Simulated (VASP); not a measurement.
Write the native input for VASP 6.6.1 that does the following.

```
Task                   : single point
Functional             : PBEsol
Potentials or basis    : VASP PAW PBE potentials, release 64 (Cd)
Cutoff                 : 520 eV
k mesh                 : 10 × 10 × 10
Occupations            : gaussian, width 0.05 eV
Spin                   : no spin polarisation
Dipole correction      : no
Further INCAR settings : ALGO = Normal; EDIFF = 1e-06; NBANDS = 12
```

The structure of Cd lies in POSCAR:

```
Cd
1.0
   -1.7843220000      1.7843220000      1.7843220000
    1.7843220000     -1.7843220000      1.7843220000
    1.7843220000      1.7843220000     -1.7843220000
Cd
1
Direct
    0.0000000000      0.0000000000      0.0000000000
```

These files were run (other wordings do the same):

INCAR

```
SYSTEM = Cd
PREC = Accurate ; ENCUT = 520
EDIFF = 1E-6 ; ISMEAR = 0
SIGMA = 0.05 ; LREAL = .FALSE.
LASPH = .TRUE. ; NELM = 100
ALGO = Normal ; ISIF = 2
LWAVE = .FALSE. ; LCHARG = .FALSE.
GGA = PS ; NBANDS = 12
```

KPOINTS

```
Automatic mesh
0
G
  10 10 10
  0 0 0
```

Potentials or basis: VASP PAW PBE potentials, release 64 (Cd).

Launch:

```bash
$ cat potpaw_PBE.64/Cd/POTCAR > POTCAR
$ mpirun -np 1 vasp_std > vasp.out
```

It gave:

| Quantity | Value |
| --- | --- |
| Pressure | -2.6 GPa |
| Band gap on the k mesh | zero (band 6 reaches 5.81 eV, above the bottom of band 7 at 1.44 eV) |

Caveat: the PAW data sets were made with another functional, which shifts forces and pressure a little.

It took 5 s on 1 thread of Intel(R) Xeon(R) Platinum 8488C (Sapphire Rapids), on a shared host, peak memory 0.14 GiB.
